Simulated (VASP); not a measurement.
# Ag (P6_3/mmc) in VASP: further runs

Ag is run at these levels: PBE; tasks: electric field gradients.

All numbers are computed with VASP 6.6.1; they aren't measurements. Logs are shortened: lines on timing, memory, paths and dates and some standing lists are left out, and cuts for length are marked.

**1. The cell of the first run**

Symmetry: P6_3/mmc, No. 194, hexagonal system. Conventional cell: a = 2.886 Å, b = 2.886 Å, c = 9.700 Å, α = 90.00°, β = 90.00°, γ = 120.00°. Within 3.8 Å of Ag (site symmetry -6m2) lie 12 Ag at 2.89 to 2.94 Å. Ag (site symmetry -3m) has 12 Ag at 2.89 to 2.94 Å within 3.8 Å.

This isn't the form of Ag at room conditions, which is fcc.

**2. Electric field gradients, PBE (zz strain of -3 %)**

INCAR reads:

```
SYSTEM = Ag
ALGO = Normal
EDIFF = 1E-8
ENCUT = 520
GGA = PE
ISIF = 2
ISMEAR = -1
LASPH = .TRUE.
LCHARG = .FALSE.
LEFG = .TRUE.
LREAL = .FALSE.
LWAVE = .FALSE.
NBANDS = 30
NELM = 80
PREC = Accurate
SIGMA = 0.08
```

KPOINTS reads:

```
k-points
0
G
  14 14 4
  0 0 0
```

POSCAR reads:

```
Ag
1.0
    2.8861989086      0.0000000000      0.0000000000
   -1.4430994543      2.4995215753      0.0000000000
    0.0000000000      0.0000000000      9.7000000000
Ag
4
Direct
    0.3333333333      0.6666666667      0.2500000000
    0.6666666667      0.3333333333      0.7500000000
    0.0000000000      0.0000000000      0.0000000000
    0.0000000000      0.0000000000      0.5000000000
```

Potentials or basis: VASP PAW PBE potentials, release 64 (Ag).

On the command line:

```console
cat potpaw_PBE.64/Ag/POTCAR > POTCAR
mpirun -np 1 vasp_std > vasp.out
```

OUTCAR:

```text
SYSTEM = Ag
   EDIFF = 1E-8
   ENCUT = 520
   GGA = PE
   ISIF = 2
   ISMEAR = -1
   LASPH = .TRUE.
   LREAL = .FALSE.
   NELM = 80
   PREC = Accurate

 ion  position               nearest neighbor table
   1  0.333  0.667  0.250-   3 2.94   4 2.94   3 2.94   4 2.94   3 2.94   4 2.94
   2  0.667  0.333  0.750-   3 2.94   4 2.94   3 2.94   4 2.94   3 2.94   4 2.94
   3  0.000  0.000  0.000-   1 2.94   2 2.94   2 2.94   1 2.94   2 2.94   1 2.94
   4  0.000  0.000  0.500-   1 2.94   2 2.94   2 2.94   1 2.94   2 2.94   1 2.94

  LATTYP: Found a hexagonal cell.
 ALAT       =     2.8861989086
 C/A-ratio  =     3.3608217268

  Lattice vectors:

 A1 = (   2.8861989086,   0.0000000000,   0.0000000000)
 A2 = (  -1.4430994543,   2.4995215753,   0.0000000000)
 A3 = (   0.0000000000,   0.0000000000,   9.7000000000)

Analysis of symmetry for initial positions (statically):
=====================================================================
 Subroutine PRICEL returns:
 Original cell was already a primitive cell.

 Routine SETGRP: Setting up the symmetry group for a
 hexagonal supercell.

 Subroutine GETGRP returns: Found 24 space group operations
 (whereof 12 operations were pure point group operations)
 out of a pool of 24 trial point group operations.

The static configuration has the point symmetry D_3d.
 The point group associated with its full space group is D_6h.

Analysis of symmetry for dynamics (positions and initial velocities):
=====================================================================
 Subroutine PRICEL returns:
 Original cell was already a primitive cell.

 Routine SETGRP: Setting up the symmetry group for a
 hexagonal supercell.

 Subroutine GETGRP returns: Found 24 space group operations
 (whereof 12 operations were pure point group operations)
 out of a pool of 24 trial point group operations.

The dynamic configuration has the point symmetry D_3d.
 The point group associated with its full space group is D_6h.

 Subroutine INISYM returns: Found 24 space group operations
 (whereof 12 operations are pure point group operations),
 and found     1 'primitive' translations

----------------------------------------------------------------------------------------

                                     Primitive cell

  volume of cell :      69.9769

  direct lattice vectors                    reciprocal lattice vectors
     2.886198909  0.000000000  0.000000000     0.346476467  0.200038281  0.000000000
    -1.443099454  2.499521575  0.000000000     0.000000000  0.400076563  0.000000000
     0.000000000  0.000000000  9.700000000     0.000000000  0.000000000  0.103092784

  length of vectors
     2.886198909  2.886198909  9.700000000     0.400076563  0.400076563  0.103092784

  position of ions in fractional coordinates (direct lattice)
     0.333333333  0.666666667  0.250000000
     0.666666667  0.333333333  0.750000000
     0.000000000  0.000000000  0.000000000
     0.000000000  0.000000000  0.500000000

  ion indices of the primitive-cell ions
   primitive index   ion index
                 1           1
                 2           2
                 3           3
                 4           4

----------------------------------------------------------------------------------------

 KPOINTS: k-points

Automatic generation of k-mesh.
 Grid dimensions read from file:
 generate k-points for:   14   14    4

 Generating k-lattice:

  Cartesian coordinates                     Fractional coordinates (reciprocal lattice)
     0.024748319  0.014288449  0.000000000     0.071428571 -0.000000000  0.000000000
     0.000000000  0.028576897  0.000000000     0.000000000  0.071428571  0.000000000
     0.000000000  0.000000000  0.025773196     0.000000000  0.000000000  0.250000000
[... 41 lines left out ...]
   total plane-waves  NPLWV =  41472
   dimension x,y,z NGX =    24 NGY =   24 NGZ =   72
   dimension x,y,z NGXF=    48 NGYF=   48 NGZF=  144
   ions per type =               4
   NGX,Y,Z   is equivalent  to a cutoff of  13.82, 13.82, 12.34 a.u.
   NGXF,Y,Z  is equivalent  to a cutoff of  27.65, 27.65, 24.68 a.u.
 SYSTEM =  Ag
   PREC   = accura    normal or accurate (medium, high low for compatibility)
   ISTART =      0    job   : 0-new  1-cont  2-samecut
   ICHARG =      2    charge: 1-file 2-atom 10-const
   ISPIN  =      1    spin polarized calculation?
   LNONCOLLINEAR =      F non collinear calculations
   LSORBIT =      F    spin-orbit coupling
   LASPH  =      T    aspherical Exc in radial PAW
   ENCUT  =  520.0 eV  38.22 Ry    6.18 a.u.   5.37  5.37 18.04*2*pi/ulx,y,z
   NELM   =     80;   NELMIN=  2; NELMDL= -5     # of ELM steps
   EDIFF  = 0.1E-07   stopping-criterion for ELM
   LREAL  =      F    real-space projection
   EDIFFG = 0.1E-06   stopping-criterion for IOM
   NSW    =      0    number of steps for IOM
   IBRION =     -1    ionic relax: 0-MD 1-quasi-New 2-CG
   NFREE  =      0    steps in history (QN), initial steepest desc. (CG)
   ISIF   =      2    stress and relaxation
   ISYM   =      2    0-nonsym 1-usesym 2-fastsym
   POTIM  = 0.5000    time-step for ionic-motion
   TEBEG  =    0.0;   TEEND  =   0.0 temperature during run
   PSTRESS=    0.0 pullay stress
   NELECT =      44.0000    total number of electrons
   NUPDOWN=      -1.0000    fix difference up-down
   EMIN   =  10.00;   EMAX   =-10.00  energy-range for DOS
   EFERMI =   0.00;   METHOD = LEGACY
   ISMEAR =    -1;   SIGMA  =   0.08  broadening in eV -4-tet -1-fermi 0-gaus
   EFERMI_NEDOS =   21; number of points for ismear=-14 and -15
   IALGO  =     38    algorithm
   IMIX   =      4    mixing-type and parameters
     AMIX     =   0.40;   BMIX     =  1.00
     AMIX_MAG =   1.60;   BMIX_MAG =  1.00
  volume/ion in A,a.u.               =      17.49       118.06
  Fermi-wavevector in a.u.,A,eV,Ry     =   1.402515  2.650369 26.763307  1.967048
  Thomas-Fermi vector in A             =   2.525269
   LORBIT       =      0    0 simple, 1 ext, 2 COOP (PROOUT), +10 PAW based schemes
   GGA     = PE    functional components
   LHFCALC =     F    Hartree Fock is set to
   AEXX    =    0.0000 exact exchange contribution
   IVDW    =     0    specifies the selected vdW correction
   LEPSILON=     F    determine dielectric tensor
   LRPA    =     F    only Hartree local field effects (RPA)
 non-spin polarized calculation
  energy-cutoff  :      520.00
  volume of cell :       69.98
 maximum number of plane-waves:      1933
 NGX is ok and might be reduce to    24
   NGX = 11   NGY = 11   NGZ = 37

 number of electron      43.9999989 magnetization

 Free energy of the ion-electron system (eV)
  ---------------------------------------------------
  ext. energy  EPLUGINS =         0.00000000
  ---------------------------------------------------
  free energy    TOTEN  =       -10.84929854 eV

  energy without entropy =      -10.82278453  energy(sigma->0) =      -10.83604153

 E-fermi :   8.0457     XC(G=0): -12.0556

 val. band max:        8.0064056439   @ k =   0.5000   0.0000   0.0000
 cond. band min:       8.0560282003   @ k =   0.1429   0.1429   0.5000
 fundamental gap:      0.0496225564
 Fermi energy:         8.0457421852

 k-point     1 :       0.0000    0.0000    0.0000
  band No.  band energies     occupation
      1       0.4972      2.00000
      2       1.7688      2.00000
      3       1.7736      2.00000
      4       1.8117      2.00000
      5       3.2457      2.00000
      6       3.3709      2.00000
[... 781 lines left out ...]
     29      14.6459      0.00000
     30      17.1168      0.00000

 [... further k-points ...]

------------------------ aborting loop because EDIFF is reached ----------------------------------------

  FORCE on cell =-STRESS in cart. coord.  units (eV):
  Direction    XX          YY          ZZ          XY          YZ          ZX
  --------------------------------------------------------------------------------------
  -------------------------------------------------------------------------------------
  Total        1.3261539      1.3261539      0.0072901      0.0000000      0.0000000      0.0000000
  in kB       30.3633459     30.3633459      0.1669129      0.0000000      0.0000000      0.0000000
  external PRESSURE =      20.2978682 kB  Pullay stress =       0.0000000 kB

 VOLUME and BASIS-vectors are now :
 -----------------------------------------------------------------------------
  energy-cutoff  :      520.00
  volume of cell :       69.98
      direct lattice vectors                 reciprocal lattice vectors
     2.886198909  0.000000000  0.000000000     0.346476467  0.200038281  0.000000000
    -1.443099454  2.499521575  0.000000000     0.000000000  0.400076563  0.000000000
     0.000000000  0.000000000  9.700000000     0.000000000  0.000000000  0.103092784

 POSITION                                       TOTAL-FORCE (eV/Angst)
 -----------------------------------------------------------------------------------
     -0.00000      1.66635      2.42500        -0.000000      0.000000     -0.000000
      1.44310      0.83317      7.27500         0.000000     -0.000000      0.000000
      0.00000      0.00000      0.00000        -0.000000      0.000000      0.000000
      0.00000      0.00000      4.85000        -0.000000      0.000000      0.000000
 -----------------------------------------------------------------------------------
    total drift:                               -0.000000      0.000000      0.000000

  FREE ENERGIE OF THE ION-ELECTRON SYSTEM (eV)
  ---------------------------------------------------
  free  energy   TOTEN  =       -10.8492985440 eV

  energy  without entropy=      -10.8227845252  energy(sigma->0) =      -10.83604153

 Electric field gradients (V/A^2)
---------------------------------------------------------------------
 ion       V_xx      V_yy      V_zz      V_xy      V_xz      V_yz
---------------------------------------------------------------------
   1      -4.030    -4.031     8.061    -0.000     0.000     0.000
   2      -4.030    -4.031     8.061    -0.000     0.000    -0.000
   3      -3.127    -3.127     6.254    -0.000    -0.000     0.000
   4      -3.127    -3.127     6.254    -0.000     0.000    -0.000
---------------------------------------------------------------------

 Electric field gradients after diagonalization (V/A^2)
 (convention: |V_zz| > |V_xx| > |V_yy|)
----------------------------------------------------------------------
 ion       V_xx      V_yy      V_zz     asymmetry (V_yy - V_xx)/ V_zz
----------------------------------------------------------------------
   1      -4.031    -4.030     8.061       0.000
   2      -4.031    -4.030     8.061       0.000
   3      -3.127    -3.126     6.254       0.000
   4      -3.127    -3.126     6.254       0.000
----------------------------------------------------------------------

           NMR quadrupolar parameters

 Cq : quadrupolar parameter    Cq=e*Q*V_zz/h
 eta: asymmetry parameters     (V_yy - V_xx)/ V_zz
 Q  : nuclear electric quadrupole moment in mb (millibarn)
----------------------------------------------------------------------
 ion       Cq(MHz)       eta       Q (mb)
----------------------------------------------------------------------
   1       0.019       0.000       1.000
   2       0.019       0.000       1.000
   3       0.015       0.000       1.000
   4       0.015       0.000       1.000
----------------------------------------------------------------------
```

It took 47 s on 1 thread of Intel Xeon 6975P-C (Granite Rapids), shared host; peak memory 0.25 GiB.

Results:

| Property | Result |
| --- | --- |
| Free energy | -10.8493 eV |
| Pressure | 2.0 GPa |
| Band gap on the k mesh | zero (bands 22 and 23 overlap by 6.01 eV) |
| Largest electric field gradient by atom | Ag +8.1, +6.3 (each value once) V/Å² |

Stress tensor (GPa, compression positive):
```
3.04 0.00 0.00
0.00 3.04 0.00
0.00 0.00 0.02
```

Electric field gradients, principal values (V/Å²):
| atom | least | middle | greatest (by size) |
| --- | --- | --- | --- |
| 1 Ag | -4.030 | -4.031 | 8.061 |
| 2 Ag | -4.030 | -4.031 | 8.061 |
| 3 Ag | -3.126 | -3.127 | 6.254 |
| 4 Ag | -3.126 | -3.127 | 6.254 |

Caveat: the cell differs from its parent crystal (zz strain of -3 %); without QUAD_EFG the Cq values of the log hold for a quadrupole moment of 1 mb, not for the nuclei.

**3. Electric field gradients, PBE (zz strain of -3 %)**

INCAR reads:

```
PREC = Accurate
ENCUT = 520
EDIFF = 1E-8
ISMEAR = -1
SIGMA = 0.08
LREAL = F
LASPH = T
NELM = 80
ALGO = Normal
ISIF = 2
LWAVE = F
LCHARG = F
GGA = PE
LEFG = T
NBANDS = 30
```

KPOINTS reads:

```
regular mesh
0
Gamma
  14 14 4
```

POSCAR is that of step 2.

Potentials or basis: VASP PAW PBE potentials, release 64 (Ag).

On the command line:

```console
cat potpaw_PBE.64/Ag/POTCAR > POTCAR
mpirun -np 1 vasp_std > vasp.out
```

OUTCAR:

```text
PREC = Accurate
   ENCUT = 520
   EDIFF = 1E-8
   ISMEAR = -1
   LREAL = F
   LASPH = T
   NELM = 80
   ISIF = 2
   GGA = PE

 ion  position               nearest neighbor table
   1  0.333  0.667  0.250-   3 2.94   4 2.94   3 2.94   4 2.94   3 2.94   4 2.94
   2  0.667  0.333  0.750-   3 2.94   4 2.94   3 2.94   4 2.94   3 2.94   4 2.94
   3  0.000  0.000  0.000-   1 2.94   2 2.94   2 2.94   1 2.94   2 2.94   1 2.94
   4  0.000  0.000  0.500-   1 2.94   2 2.94   2 2.94   1 2.94   2 2.94   1 2.94

  LATTYP: Found a hexagonal cell.
 ALAT       =     2.8861989086
 C/A-ratio  =     3.3608217268

  Lattice vectors:

 A1 = (   2.8861989086,   0.0000000000,   0.0000000000)
 A2 = (  -1.4430994543,   2.4995215753,   0.0000000000)
 A3 = (   0.0000000000,   0.0000000000,   9.7000000000)

Analysis of symmetry for initial positions (statically):
=====================================================================
 Subroutine PRICEL returns:
 Original cell was already a primitive cell.

 Routine SETGRP: Setting up the symmetry group for a
 hexagonal supercell.

 Subroutine GETGRP returns: Found 24 space group operations
 (whereof 12 operations were pure point group operations)
 out of a pool of 24 trial point group operations.

The static configuration has the point symmetry D_3d.
 The point group associated with its full space group is D_6h.

Analysis of symmetry for dynamics (positions and initial velocities):
=====================================================================
 Subroutine PRICEL returns:
[... 963 lines left out ...]
------------------------ aborting loop because EDIFF is reached ----------------------------------------

  FORCE on cell =-STRESS in cart. coord.  units (eV):
  Direction    XX          YY          ZZ          XY          YZ          ZX
  --------------------------------------------------------------------------------------
  -------------------------------------------------------------------------------------
  Total        1.3261539      1.3261539      0.0072901      0.0000000      0.0000000      0.0000000
  in kB       30.3633459     30.3633459      0.1669129      0.0000000      0.0000000      0.0000000
  external PRESSURE =      20.2978682 kB  Pullay stress =       0.0000000 kB

 VOLUME and BASIS-vectors are now :
 -----------------------------------------------------------------------------
  energy-cutoff  :      520.00
  volume of cell :       69.98
      direct lattice vectors                 reciprocal lattice vectors
     2.886198909  0.000000000  0.000000000     0.346476467  0.200038281  0.000000000
    -1.443099454  2.499521575  0.000000000     0.000000000  0.400076563  0.000000000
     0.000000000  0.000000000  9.700000000     0.000000000  0.000000000  0.103092784

 POSITION                                       TOTAL-FORCE (eV/Angst)
 -----------------------------------------------------------------------------------
     -0.00000      1.66635      2.42500        -0.000000      0.000000     -0.000000
      1.44310      0.83317      7.27500         0.000000     -0.000000      0.000000
      0.00000      0.00000      0.00000        -0.000000      0.000000      0.000000
      0.00000      0.00000      4.85000        -0.000000      0.000000      0.000000
 -----------------------------------------------------------------------------------
    total drift:                               -0.000000      0.000000      0.000000

  FREE ENERGIE OF THE ION-ELECTRON SYSTEM (eV)
  ---------------------------------------------------
  free  energy   TOTEN  =       -10.8492985440 eV

  energy  without entropy=      -10.8227845252  energy(sigma->0) =      -10.83604153

 Electric field gradients (V/A^2)
---------------------------------------------------------------------
 ion       V_xx      V_yy      V_zz      V_xy      V_xz      V_yz
---------------------------------------------------------------------
   1      -4.030    -4.031     8.061    -0.000     0.000     0.000
   2      -4.030    -4.031     8.061    -0.000     0.000    -0.000
   3      -3.127    -3.127     6.254    -0.000    -0.000     0.000
   4      -3.127    -3.127     6.254    -0.000     0.000    -0.000
---------------------------------------------------------------------

 Electric field gradients after diagonalization (V/A^2)
 (convention: |V_zz| > |V_xx| > |V_yy|)
----------------------------------------------------------------------
 ion       V_xx      V_yy      V_zz     asymmetry (V_yy - V_xx)/ V_zz
----------------------------------------------------------------------
   1      -4.031    -4.030     8.061       0.000
   2      -4.031    -4.030     8.061       0.000
   3      -3.127    -3.126     6.254       0.000
   4      -3.127    -3.126     6.254       0.000
----------------------------------------------------------------------

           NMR quadrupolar parameters

 Cq : quadrupolar parameter    Cq=e*Q*V_zz/h
 eta: asymmetry parameters     (V_yy - V_xx)/ V_zz
 Q  : nuclear electric quadrupole moment in mb (millibarn)
----------------------------------------------------------------------
 ion       Cq(MHz)       eta       Q (mb)
----------------------------------------------------------------------
   1       0.019       0.000       1.000
   2       0.019       0.000       1.000
   3       0.015       0.000       1.000
   4       0.015       0.000       1.000
----------------------------------------------------------------------
```

OSZICAR:

```text
N       E                     dE             d eps       ncg     rms          rms(c)
DAV:   1     0.293834803991E+03    0.29383E+03   -0.22689E+04  4344   0.145E+03
DAV:   2    -0.533896758280E+01   -0.29917E+03   -0.28373E+03  4458   0.332E+02
DAV:   3    -0.118055434542E+02   -0.64666E+01   -0.64267E+01  4976   0.555E+01
DAV:   4    -0.118350295365E+02   -0.29486E-01   -0.29480E-01  4656   0.366E+00
DAV:   5    -0.118353278335E+02   -0.29830E-03   -0.29829E-03  4938   0.394E-01    0.980E+00
DAV:   6    -0.108877412539E+02    0.94759E+00   -0.28682E+00  4572   0.139E+01    0.644E+00
DAV:   7    -0.108593248747E+02    0.28416E-01   -0.38488E-02  4776   0.131E+00    0.358E+00
DAV:   8    -0.108492508774E+02    0.10074E-01   -0.25340E-03  4656   0.352E-01    0.150E-01
DAV:   9    -0.108492651383E+02   -0.14261E-04   -0.59872E-05  4968   0.948E-02    0.344E-02
DAV:  10    -0.108492941573E+02   -0.29019E-04   -0.17376E-05  4716   0.346E-02    0.276E-02
DAV:  11    -0.108492988842E+02   -0.47269E-05   -0.27950E-06  4872   0.121E-02    0.126E-03
DAV:  12    -0.108492985457E+02    0.33854E-06   -0.27446E-08  4394   0.113E-03    0.823E-04
DAV:  13    -0.108492985440E+02    0.16735E-08   -0.41792E-09  2892   0.516E-04
   1 F= -.10849299E+02 E0= -.10836042E+02  d E =-.265140E-01
```

stdout:

```text
POSCAR found type information on POSCAR Ag
 POSCAR found :  1 types and       4 ions
 scaLAPACK will be used
 LDA part: xc-table for (Slater+PW92), standard interpolation
 POSCAR, INCAR and KPOINTS ok, starting setup
 FFT: planning ... GRIDC
 FFT: planning ... GRID_SOFT
 FFT: planning ... GRID
 WAVECAR not read
 entering main loop
ion   1

ion   2

ion   3

ion   4
```

Run time: 52 s. Hardware: 1 thread of Intel Xeon 6975P-C (Granite Rapids), shared host; peak memory 0.26 GiB.

Results:

- Free energy: -10.8493 eV
- Pressure: 2.0 GPa
- Band gap on the k mesh: zero (bands 22 and 23 overlap by 6.01 eV)
- Largest electric field gradient by atom: Ag +8.1, +6.3 (each value once) V/Å²

Electric field gradients, principal values (V/Å²):
```tsv
atom	least	middle	greatest (by size)
1 Ag	-4.030	-4.031	8.061
2 Ag	-4.030	-4.031	8.061
3 Ag	-3.126	-3.127	6.254
4 Ag	-3.126	-3.127	6.254
```

Caveat: the cell differs from its parent crystal (zz strain of -3 %); without QUAD_EFG the Cq values of the log hold for a quadrupole moment of 1 mb, not for the nuclei.
